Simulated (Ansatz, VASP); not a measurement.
**One calculation of MoS, two programs**

```
Mo S
1.0
     3.11412    0.00000    0.00000
     0.00000    3.11412    0.00000
     0.00000    0.00000    3.11412
Mo S
1 1
Direct
  0.00000 0.00000 0.00000
  0.50000 0.50000 0.50000
```

Alike in both runs: task single point; functional PBE; k mesh 14 × 14 × 14; occupations gaussian, width 0.1 eV; collinear spin; Hubbard terms Mo d U = 4.38 eV.

|  | VASP | Ansatz |
| --- | --- | --- |
| version | VASP 6.6.1 | Ansatz 0.2.0 |
| potentials or method | VASP PAW PBE potentials, release 64 (Mo_sv, S), cutoff 520 eV | scalar-relativistic, plane waves, PAW |
| valence electrons in the cell | 20 | 20 |

Ansatz gave:

| Property | Result |
| --- | --- |
| gap on the k mesh at the Fermi level (eV) | none |
| pressure (GPa) | 0.0 |
| net moment per atom (μB) | 0.93 |
| size of the moment on the site where the two differ most (μB) | 1.69 |

Q: Estimate VASP's values.

A: gap on the k mesh at the Fermi level (eV): none; pressure (GPa): 0.5; net moment per atom (μB): 0.92; size of the moment on the site where the two differ most (μB): 1.83.

Site moments also hang on the region over which each program counts them. The programs project onto different local orbitals, so the same U acts differently, and such runs can settle in different states. A gap of «none» marks a metal or a gap that the smearing closes. Ansatz's warnings: filled band counts differ across k points.
